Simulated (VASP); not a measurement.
The system is MgBe2SO2.

```
Mg Be S O
1.0
     3.30702    0.00000    0.00000
     0.00000    3.30702    0.00000
     0.00000    0.00000    5.65427
Mg Be S O
1 2 1 2
Direct
  0.00000 0.00000 0.17470
  0.50000 0.00000 0.99405
  0.00000 0.50000 0.99405
  0.50000 0.50000 0.83264
  0.00000 0.00000 0.63213
  0.50000 0.50000 0.37103
```

The cell was built from a structure type or drawn by symmetry, and may not be a known phase.

Base run:

* Program: VASP 6.6.1
* Functional: PBE
* Potentials or basis: VASP PAW PBE potentials, release 64 (Mg, Be, S, O)
* Cutoff: 520 eV
* k mesh: 6 × 6 × 4
* Occupations: gaussian, width 0.1 eV
* Spin: no spin polarisation

Its results: pressure 31.6 GPa; largest force 13.444 eV/Å.

**Question.** The run is repeated on the same cell with these changes: spin from no spin polarisation to collinear spin, ferromagnetic start; further incar settings from ALGO = Normal; EDIFF = 1e-06; NBANDS = 21 to ALGO = Normal; EDIFF = 1e-06; NBANDS = 25. What comes out?

**Answer.** Pressure 33.6 GPa; net moment 1.33 μB per cell; site moments Mg -0.01; Be -0.00; S +0.08; O +0.87, +0.23 μB; largest force 13.517 eV/Å.

Caveats: the cell stands under pressure; forces of over 1 eV/Å act on the atoms, so gaps and moduli don't describe the material at rest.
